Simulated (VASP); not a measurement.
Set up this calculation in VASP 6.6.1, as the native input.

```yaml
Task: single point
Functional: PBE
Potentials_or_basis: VASP PAW PBE potentials, release 64 (F)
Cutoff: 520 eV
k_mesh: 19 × 19 × 10
Occupations: fermi-dirac, width 0.08 eV
Spin: no spin polarisation
Dipole_correction: no
Further_INCAR_settings: ALGO = Normal; EDIFF = 1e-07; NBANDS = 14
```

The structure of F lies in POSCAR:

```
F
1.0
    2.8642521325      0.0000000000      0.0000000000
   -1.4321260662      2.4805151096      0.0000000000
    0.0000000000      0.0000000000      2.8811936227
F
2
Direct
    0.3333333333      0.6666666667      0.2500000000
    0.6666666667      0.3333333333      0.7500000000
```

One way to write it, as run:

INCAR

```
SYSTEM = F
PREC     = Accurate       ! precision mode
ENCUT    = 520            ! plane-wave cutoff, eV
EDIFF    = 1E-7           ! SCF threshold, eV
ISMEAR   = -1             ! smearing method
SIGMA    = 0.08           ! smearing width, eV
LREAL    = .False.        ! projectors in reciprocal space
LASPH    = .True.         ! aspherical terms in the spheres
NELM     = 100            ! most SCF steps
ALGO     = Normal         ! electronic algorithm
ISIF     = 2              ! what is computed and relaxed
LWAVE    = .False.        ! write WAVECAR
LCHARG   = .True.         ! write CHGCAR
GGA      = PE             ! functional
LELF     = .True.         ! ELF
LVHAR    = .True.       
NBANDS   = 14             ! bands
```

KPOINTS

```
regular mesh
0
Gamma
  19 19 10
  0 0 0
```

Potentials or basis: VASP PAW PBE potentials, release 64 (F).

Launch:

```bash
$ cat potpaw_PBE.64/F/POTCAR > POTCAR
$ mpirun -np 1 vasp_std > vasp.out
```

It gave:

```yaml
Pressure: 1.8 GPa
Band_gap_on_the_k_mesh: zero (bands 7 and 8 overlap by 1.60 eV)
```

Caveat: the atoms stand far beyond bonding distance, and open shells without spin polarisation read as a metal.

Run time: 60 s on 1 thread of Intel Xeon 8259CL (shared host), peak memory 0.17 GiB.
